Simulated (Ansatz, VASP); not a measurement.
One calculation of Ta2N, two programs

```
CELL_PARAMETERS angstrom
6.61527 0.00000 0.00000
-3.30763 5.72899 0.00000
0.00000 0.00000 2.94546
ATOMIC_POSITIONS crystal
Ta 0.50000 0.00000 0.50000
Ta 0.00000 0.50000 0.50000
Ta 0.50000 0.50000 0.50000
Ta 0.00000 0.00000 0.00000
N 0.33333 0.66667 0.50000
N 0.66667 0.33333 0.50000
```

Alike in both runs: functional PBE; k mesh 6 × 6 × 4; occupations gaussian, width 0.1 eV; no spin polarisation.

Ansatz relaxed the structure, and its values are those at the end. VASP's run is a single point on that final structure, the one shown.

|  | VASP | Ansatz |
| --- | --- | --- |
| version | VASP 6.6.1 | Ansatz 0.2.0 |
| potentials or method | VASP PAW PBE potentials, release 64 (Ta_sv_GW, N), cutoff 600 eV | scalar-relativistic, plane waves, PAW |
| valence electrons in the cell | 62 | 62 |

```tsv
	VASP	Ansatz	Ansatz less VASP
gap on the k mesh at the Fermi level (eV)	none	none	-
pressure (GPa)	0.0	0.0	-0.01
```

A gap of «none» marks a metal or a gap that the smearing closes. The functional is the same, so the differences come from potentials, cutoffs and numerics.

The k mesh is coarse, so the values compare programs but aren't converged. Neither program's run includes spin-orbit coupling.
